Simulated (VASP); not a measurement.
# CaS (Oldhamite) (Fm-3m) in VASP: notebook

CaS (Oldhamite) is run at these levels: PBE, r2SCAN; tasks: single point.

Program: VASP 6.6.1. These are calculated values, not measurements. Logs are shortened: lines on timing, memory, paths and dates and some standing lists are left out, and cuts for length are marked.

### Step 1. The cell of the first run

Symmetry: Fm-3m, No. 225, cubic system. The conventional cell has a = 5.824 Å, b = 5.824 Å, c = 5.824 Å, α = 90.00°, β = 90.00°, γ = 90.00°. Within 3.8 Å of Ca (site symmetry m-3m) lie 6 S at 2.91 Å. S (site symmetry m-3m) has 6 Ca at 2.91 Å within 3.8 Å.

### Step 2. Single point, PBE (volume changed by +6%)

The input, INCAR:

```
PREC = Accurate ; ENCUT = 500
EDIFF = 1E-6 ; ISMEAR = 0
SIGMA = 0.01 ; LREAL = False
LASPH = True ; NELM = 120
ALGO = Normal ; ISIF = 2
LWAVE = False ; LCHARG = True
GGA = PE ; LELF = True
LVHAR = True ; NBANDS = 15
GGA_COMPAT = False
```

The input, KPOINTS:

```
regular mesh
0
Gamma
  6 6 6
```

The input, POSCAR:

```
CaS
1.0
    0.0000000000      2.9120469821      2.9120469821
    2.9120469821      0.0000000000      2.9120469821
    2.9120469821      2.9120469821      0.0000000000
Ca S
1 1
Direct
    0.0000000000      0.0000000000      0.0000000000
    0.5000000000      0.5000000000      0.5000000000
```

Potentials or basis: VASP PAW PBE potentials, release 64 (Ca_sv, S).

Launch:

```
> cat potpaw_PBE.64/Ca_sv/POTCAR potpaw_PBE.64/S/POTCAR > POTCAR
> mpirun -np 1 vasp_std > vasp.out
```

OUTCAR:

```text
PREC = Accurate
   ENCUT = 500
   EDIFF = 1E-6
   ISMEAR = 0
   LREAL = False
   LASPH = True
   NELM = 120
   ISIF = 2
   GGA = PE

 ion  position               nearest neighbor table
   1  0.000  0.000  0.000-   2 2.91   2 2.91   2 2.91   2 2.91   2 2.91   2 2.91
   2  0.500  0.500  0.500-   1 2.91   1 2.91   1 2.91   1 2.91   1 2.91   1 2.91

  LATTYP: Found a face centered cubic cell.
 ALAT       =     5.8240939642

  Lattice vectors:

 A1 = (   0.0000000000,   2.9120469821,   2.9120469821)
 A2 = (   2.9120469821,   0.0000000000,   2.9120469821)
 A3 = (   2.9120469821,   2.9120469821,   0.0000000000)

Analysis of symmetry for initial positions (statically):
=====================================================================
 Subroutine PRICEL returns:
 Original cell was already a primitive cell.

 Routine SETGRP: Setting up the symmetry group for a
 face centered cubic supercell.

 Subroutine GETGRP returns: Found 48 space group operations
 (whereof 48 operations were pure point group operations)
 out of a pool of 48 trial point group operations.

The static configuration has the point symmetry O_h .

Analysis of symmetry for dynamics (positions and initial velocities):
=====================================================================
 Subroutine PRICEL returns:
 Original cell was already a primitive cell.

 Routine SETGRP: Setting up the symmetry group for a
 face centered cubic supercell.

 Subroutine GETGRP returns: Found 48 space group operations
 (whereof 48 operations were pure point group operations)
 out of a pool of 48 trial point group operations.

The dynamic configuration has the point symmetry O_h .

 Subroutine INISYM returns: Found 48 space group operations
 (whereof 48 operations are pure point group operations),
 and found     1 'primitive' translations

----------------------------------------------------------------------------------------

                                     Primitive cell

  volume of cell :      49.3884

  direct lattice vectors                    reciprocal lattice vectors
     0.000000000  2.912046982  2.912046982    -0.171700526  0.171700526  0.171700526
     2.912046982  0.000000000  2.912046982     0.171700526 -0.171700526  0.171700526
     2.912046982  2.912046982  0.000000000     0.171700526  0.171700526 -0.171700526

  length of vectors
     4.118256336  4.118256336  4.118256336     0.297394036  0.297394036  0.297394036

  position of ions in fractional coordinates (direct lattice)
     0.000000000  0.000000000  0.000000000
     0.500000000  0.500000000  0.500000000

  ion indices of the primitive-cell ions
   primitive index   ion index
                 1           1
                 2           2

[... 75 lines left out ...]
   EMIN   =  10.00;   EMAX   =-10.00  energy-range for DOS
   EFERMI =   0.00;   METHOD = LEGACY
   ISMEAR =     0;   SIGMA  =   0.01  broadening in eV -4-tet -1-fermi 0-gaus
   EFERMI_NEDOS =   21; number of points for ismear=-14 and -15
   IALGO  =     38    algorithm
   IMIX   =      4    mixing-type and parameters
     AMIX     =   0.40;   BMIX     =  1.00
     AMIX_MAG =   1.60;   BMIX_MAG =  1.00
  volume/ion in A,a.u.               =      24.69       166.64
  Fermi-wavevector in a.u.,A,eV,Ry     =   1.124363  2.124738 17.200371  1.264192
  Thomas-Fermi vector in A             =   2.261034
   LORBIT       =      0    0 simple, 1 ext, 2 COOP (PROOUT), +10 PAW based schemes
   GGA     = PE    functional components
   LHFCALC =     F    Hartree Fock is set to
   AEXX    =    0.0000 exact exchange contribution
   IVDW    =     0    specifies the selected vdW correction
   LEPSILON=     F    determine dielectric tensor
   LRPA    =     F    only Hartree local field effects (RPA)
 non-spin polarized calculation
 Gauss-broadening in eV      SIGMA  =   0.01
  energy-cutoff  :      500.00
  volume of cell :       49.39
 maximum number of plane-waves:      1278
   NGX = 15   NGY = 15   NGZ = 15

 number of electron      15.9999996 magnetization

 Free energy of the ion-electron system (eV)
  ---------------------------------------------------
  ext. energy  EPLUGINS =         0.00000000
  ---------------------------------------------------
  free energy    TOTEN  =       -10.34060209 eV

  energy without entropy =      -10.34060209  energy(sigma->0) =      -10.34060209

 E-fermi :   2.3429     XC(G=0):  -9.0291

 val. band max:        2.2702677400   @ k =   0.0000   0.0000   0.0000
 cond. band min:       4.7622234126   @ k =   0.5000   0.5000   0.0000
 fundamental gap:      2.4919556726
 Fermi energy:         2.3428711203

 k-point     1 :       0.0000    0.0000    0.0000
  band No.  band energies     occupation
      1     -37.1698      2.00000
      2     -18.1408      2.00000
      3     -18.1408      2.00000
      4     -18.1408      2.00000
      5      -8.8437      2.00000
      6       2.2703      2.00000
      7       2.2703      2.00000
      8       2.2703      2.00000
      9       6.0128      0.00000
     10       6.4293      0.00000
     11       6.4293      0.00000
     12       6.4293      0.00000
     13       6.9663      0.00000
     14       6.9663      0.00000
[... 257 lines left out ...]
      2     -18.2185      2.00000
      3     -18.1911      2.00000
      4     -18.1824      2.00000
      5      -8.2248      2.00000
      6       0.3463      2.00000
      7       0.9695      2.00000
      8       1.0006      2.00000
      9       5.9572      0.00000
     10       7.9626      0.00000
     11       7.9916      0.00000
     12       8.5052      0.00000
     13       8.7866      0.00000
     14       9.6880      0.00000
     15      11.8551      0.00000

------------------------ aborting loop because EDIFF is reached ----------------------------------------

  FORCE on cell =-STRESS in cart. coord.  units (eV):
  Direction    XX          YY          ZZ          XY          YZ          ZX
  --------------------------------------------------------------------------------------
  -------------------------------------------------------------------------------------
  Total       -0.8764036     -0.8764036     -0.8764036      0.0000000      0.0000000     -0.0000000
  in kB      -28.4308358    -28.4308358    -28.4308358      0.0000000      0.0000000     -0.0000000
  external PRESSURE =     -28.4308358 kB  Pullay stress =       0.0000000 kB

 VOLUME and BASIS-vectors are now :
 -----------------------------------------------------------------------------
  energy-cutoff  :      500.00
  volume of cell :       49.39
      direct lattice vectors                 reciprocal lattice vectors
     0.000000000  2.912046982  2.912046982    -0.171700526  0.171700526  0.171700526
     2.912046982  0.000000000  2.912046982     0.171700526 -0.171700526  0.171700526
     2.912046982  2.912046982  0.000000000     0.171700526  0.171700526 -0.171700526

 POSITION                                       TOTAL-FORCE (eV/Angst)
 -----------------------------------------------------------------------------------
      0.00000      0.00000      0.00000         0.000000      0.000000      0.000000
      2.91205      2.91205      2.91205         0.000000      0.000000     -0.000000
 -----------------------------------------------------------------------------------
    total drift:                               -0.000000      0.000000      0.000000

  FREE ENERGIE OF THE ION-ELECTRON SYSTEM (eV)
  ---------------------------------------------------
  free  energy   TOTEN  =       -10.3406020906 eV

  energy  without entropy=      -10.3406020906  energy(sigma->0) =      -10.34060209
```

stdout:

```text
POSCAR found type information on POSCAR CaS
 POSCAR found :  2 types and       2 ions
 scaLAPACK will be used
 LDA part: xc-table for (Slater+PW92), standard interpolation
 POSCAR, INCAR and KPOINTS ok, starting setup
 FFT: planning ... GRIDC
 FFT: planning ... GRID_SOFT
 FFT: planning ... GRID
 WAVECAR not read
 entering main loop
```

It used 13 s of CPU time on 1 thread of Intel Xeon 6975P-C (shared host).

Results:

```yaml
Free_energy: -10.3406 eV
Pressure: -2.8 GPa
Band_gap_on_the_k_mesh: 2.49 eV, indirect (least direct gap 3.25 eV)
```

Caveat: the cell differs from its parent crystal (volume changed by +6%). A k mesh can miss the band edges.

### Step 3. Single point, PBE

This run uses another cell than the first one, of 23.10 Å³/atom, 0.935 times its volume.

The input, INCAR:

```
  PREC = Accurate
  ENCUT = 500
  EDIFF = 1E-6
  ISMEAR = 0
  SIGMA = 0.01
  LREAL = F
  LASPH = T
  NELM = 120
  ALGO = Normal
  ISIF = 2
  LWAVE = F
  LCHARG = T
  GGA = PE
  LELF = T
  LVHAR = T
  NBANDS = 15
  GGA_COMPAT = F
```

The input, KPOINTS:

```
Automatic mesh
0
Gamma
  8 8 8
```

The input, POSCAR:

```
CaS
1.0
    0.0000000000      2.8479357442      2.8479357442
    2.8479357442      0.0000000000      2.8479357442
    2.8479357442      2.8479357442      0.0000000000
Ca S
1 1
Direct
    0.0000000000      0.0000000000      0.0000000000
    0.5000000000      0.5000000000      0.5000000000
```

Potentials or basis: VASP PAW PBE potentials, release 64 (Ca_sv, S).

Launch:

```
> cat potpaw_PBE.64/Ca_sv/POTCAR potpaw_PBE.64/S/POTCAR > POTCAR
> mpirun -np 1 vasp_std > vasp.out
```

Wall time 27 s (1 thread of Intel Xeon 6975P-C, shared host); peak memory 0.17 GiB.

Results (log left out):

| Property | Result |
| --- | --- |
| Free energy | -10.3638 eV |
| Pressure | 0.6 GPa |
| Band gap on the k mesh | 2.36 eV, indirect (least direct gap 3.16 eV) |

Levels at points of the mesh, in eV from the valence-band top:
```csv
k point,band 5,band 6,band 7,band 8,band 9,band 10,band 11,band 12
"(0.00, 0.00, 0.00)",-11.32,0.00,0.00,0.00,4.14,4.16,4.16,4.16
"(0.50, 0.00, 0.00)",-10.51,-3.09,-1.16,-1.16,5.22,6.06,6.20,6.20
"(0.50, 0.50, 0.00)",-10.70,-2.27,-0.81,-0.81,2.36,5.60,6.02,6.78
```

### Step 4. Single point, r2SCAN (volume changed by -6%)

The input, POSCAR:

```
CaS
1.0
    0.0000000000      2.7897982935      2.7897982935
    2.7897982935      0.0000000000      2.7897982935
    2.7897982935      2.7897982935      0.0000000000
Ca S
1 1
Direct
    0.0000000000      0.0000000000      0.0000000000
    0.5000000000      0.5000000000      0.5000000000
```

The input, INCAR.step1:

```
SYSTEM = CaS
PREC = Accurate
ENCUT = 550
ISMEAR = 0
SIGMA = 0.01
LREAL = .False.
LASPH = .True.
NELM = 120
NBANDS = 15
GGA = PE
ALGO = Normal
EDIFF = 1E-5
LWAVE = .True.
LCHARG = .False.
GGA_COMPAT = .False.
```

The input, INCAR.step2:

```
SYSTEM = CaS
PREC = Accurate
ENCUT = 550
EDIFF = 1E-6
ISMEAR = 0
SIGMA = 0.01
LREAL = .False.
LASPH = .True.
NELM = 120
ALGO = Normal
ISIF = 2
LWAVE = .False.
LCHARG = .True.
METAGGA = R2SCAN
LMIXTAU = .True.
LELF = .True.
LVHAR = .True.
NBANDS = 15
ISTART = 1
GGA_COMPAT = .False.
```

The input, KPOINTS:

```
Automatic mesh
0
Gamma
  6 6 6
  0 0 0
```

Launch:

```
> cat potpaw_PBE.64/Ca_sv/POTCAR potpaw_PBE.64/S/POTCAR > POTCAR
> cp INCAR.step1 INCAR
> mpirun -np 1 vasp_std > vasp.out
> cp INCAR.step2 INCAR
> mpirun -np 1 vasp_std > vasp.out
```

It took 76 s on 1 thread of Intel Xeon 6975P-C, shared host; peak memory 0.18 GiB.

It converged, with:

```
Free energy            : -19.8995 eV
Pressure               : 4.7 GPa
Band gap on the k mesh : 2.65 eV, indirect (least direct gap 3.52 eV)
```

Levels at points of the mesh, in eV from the valence-band top:
| k point | band 4 | band 5 | band 6 | band 7 | band 8 | band 9 | band 10 | band 11 | band 12 | band 13 |
| --- | --- | --- | --- | --- | --- | --- | --- | --- | --- | --- |
| (0.00, 0.00, 0.00) | -20.62 | -12.01 | 0.00 | 0.00 | 0.00 | 4.65 | 4.65 | 4.65 | 5.34 | 5.34 |
| (0.50, 0.00, 0.00) | -20.63 | -11.03 | -3.33 | -1.29 | -1.29 | 5.92 | 6.90 | 7.01 | 7.01 | 9.24 |
| (0.50, 0.50, 0.00) | -20.68 | -11.30 | -2.44 | -0.87 | -0.87 | 2.65 | 6.29 | 7.09 | 7.66 | 7.66 |

Caveat: the cell differs from its parent crystal (volume changed by -6%); the PAW data sets were made with another functional, which shifts forces and pressure a little.

### Step 5. Single point, r2SCAN (volume changed by -3%)

The input, POSCAR:

```
CaS
1.0
    0.0000000000      2.8191667495      2.8191667495
    2.8191667495      0.0000000000      2.8191667495
    2.8191667495      2.8191667495      0.0000000000
Ca S
1 1
Direct
    0.0000000000      0.0000000000      0.0000000000
    0.5000000000      0.5000000000      0.5000000000
```

The input, INCAR.step1:

```
PREC = Accurate
ENCUT = 550
ISMEAR = 0
SIGMA = 0.01
LREAL = False
LASPH = True
NELM = 120
NBANDS = 15
GGA = PE
ALGO = Normal
EDIFF = 1E-5
LWAVE = True
LCHARG = False
GGA_COMPAT = False
```

The input, INCAR.step2:

```
PREC = Accurate
ENCUT = 550
EDIFF = 1E-6
ISMEAR = 0
SIGMA = 0.01
LREAL = False
LASPH = True
NELM = 120
ALGO = Normal
ISIF = 2
LWAVE = False
LCHARG = False
METAGGA = R2SCAN
LMIXTAU = True
NBANDS = 15
ISTART = 1
GGA_COMPAT = False
```

The input, KPOINTS:

```
Automatic mesh
0
Gamma
  6 6 6
```

Launch:

```
> cat potpaw_PBE.64/Ca_sv/POTCAR potpaw_PBE.64/S/POTCAR > POTCAR
> cp INCAR.step1 INCAR
> mpirun -np 1 vasp_std > vasp.out
> cp INCAR.step2 INCAR
> mpirun -np 1 vasp_std > vasp.out
```

It took 75 s on 1 thread of Intel Xeon 6975P-C, shared host; peak memory 0.17 GiB.

It converged, with:

```yaml
Free_energy: -19.9301 eV
Pressure: 2.3 GPa
Band_gap_on_the_k_mesh: 2.73 eV, indirect (least direct gap 3.58 eV)
```

Levels at points of the mesh, in eV from the valence-band top:
| k point | band 6 | band 7 | band 8 | band 9 | band 10 | band 11 |
| --- | --- | --- | --- | --- | --- | --- |
| (0.00, 0.00, 0.00) | 0.00 | 0.00 | 0.00 | 4.66 | 4.66 | 4.66 |
| (0.50, 0.00, 0.00) | -3.21 | -1.22 | -1.22 | 5.85 | 6.79 | 6.91 |
| (0.50, 0.50, 0.00) | -2.37 | -0.85 | -0.85 | 2.73 | 6.24 | 6.93 |

Caveat: the cell differs from its parent crystal (volume changed by -3%); the PAW data sets were made with another functional, which shifts forces and pressure a little.

### Step 6. Overview

```tsv
level	cell	k mesh	cutoff (eV)	gap on the mesh (eV)	pressure (GPa)
PBE	a = 4.118 Å, angles 60.0°, 2 atoms	6 × 6 × 6	500	2.49	-2.8
PBE	a = 4.028 Å, angles 60.0°, 2 atoms	8 × 8 × 8	500	2.36	0.6
r2SCAN	a = 3.945 Å, angles 60.0°, 2 atoms	6 × 6 × 6	550	2.65	4.7
r2SCAN	a = 3.987 Å, angles 60.0°, 2 atoms	6 × 6 × 6	550	2.73	2.3
```

Alike in all rows: task single point; potentials or basis VASP PAW PBE potentials, release 64 (Ca_sv, S); no spin polarisation; smearing gaussian 0.01 eV.

Caveats: the PAW data sets were made with another functional, which shifts forces and pressure a little (some runs).

Absolute energies hang on the potentials; compare differences alone.
